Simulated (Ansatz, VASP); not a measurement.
**One calculation of Sn3GeO4, two programs**

Contents of INCAR:

```
SYSTEM = Sn3GeO4
ALGO = Normal
EDIFF = 1E-6
ENCUT = 520
GGA = PE
ISIF = 2
ISMEAR = 0
LASPH = .True.
LCHARG = .False.
LREAL = .False.
LWAVE = .False.
NBANDS = 50
NELM = 60
PREC = Accurate
SIGMA = 0.1
```

The input KPOINTS:

```
k-points
0
Gamma
  4 4 4
  0 0 0
```

File POSCAR:

```
Sn3GeO4
1.0
    3.9409969000     -3.7255129000      0.0000000000
    3.9409969000      3.7255129000      0.0000000000
   -0.0885749000      0.0000000000      5.1262995000
Sn Ge O
3 1 4
Direct
    0.9983370000      0.4963640000      0.7735990000
    0.4963640000      0.9983370000      0.7735990000
    0.4972200000      0.4972200000      0.2405190000
    0.9665290000      0.9665290000      0.2130440000
    0.2991570000      0.2991570000      0.9605350000
    0.7368630000      0.7368630000      0.0390200000
    0.2171900000      0.7914120000      0.0014990000
    0.7914120000      0.2171900000      0.0014990000
```

Input for Ansatz:

```yaml
crystal:
  lattice:
    - [3.9409969, -3.7255129, 0.0]
    - [3.9409969, 3.7255129, 0.0]
    - [-0.0885749, 0.0, 5.1262995]
  atoms:
    - { symbol: Sn, position: [0.998337, 0.496364, 0.773599] }
    - { symbol: Sn, position: [0.496364, 0.998337, 0.773599] }
    - { symbol: Sn, position: [0.49722, 0.49722, 0.240519] }
    - { symbol: Ge, position: [0.966529, 0.966529, 0.213044] }
    - { symbol: O, position: [0.299157, 0.299157, 0.960535] }
    - { symbol: O, position: [0.736863, 0.736863, 0.03902] }
    - { symbol: O, position: [0.21719, 0.791412, 0.001499] }
    - { symbol: O, position: [0.791412, 0.21719, 0.001499] }
basis:
  ecutwfc: 420
kpoints:
  mp_grid: { grid: [4, 4, 4] }
hamiltonian:
  xc: pbe
scf:
  occupations: { method: gaussian, width: 0.1 }
  lower_state_search: "off"
output:
  forces: true
  stress: true
  eigenvalues: true
```

Alike in both runs: task single point; functional PBE; k mesh 4 × 4 × 4; occupations gaussian, width 0.1 eV; no spin polarisation.

```csv
,VASP,Ansatz
version,VASP 6.6.1,Ansatz 0.2.0
potentials or method,"VASP PAW PBE potentials, release 64 (Sn_d, Ge_d, O), cutoff 520 eV","scalar-relativistic, plane waves, PAW"
valence electrons in the cell,80,80
```

```tsv
	VASP	Ansatz	Ansatz less VASP
gap on the k mesh at the Fermi level (eV)	0.56	0.56	+0.001
least direct gap on the mesh (eV)	0.56	0.56	+0.001
pressure (GPa)	0.2	0.0	-0.15
rms of the force components (eV/Å)	0.030	0.004	-0.0263
```

Atom by atom the forces differ by 0.032 eV/Å (rms over components). The functional is the same, so the differences come from potentials, cutoffs and numerics.
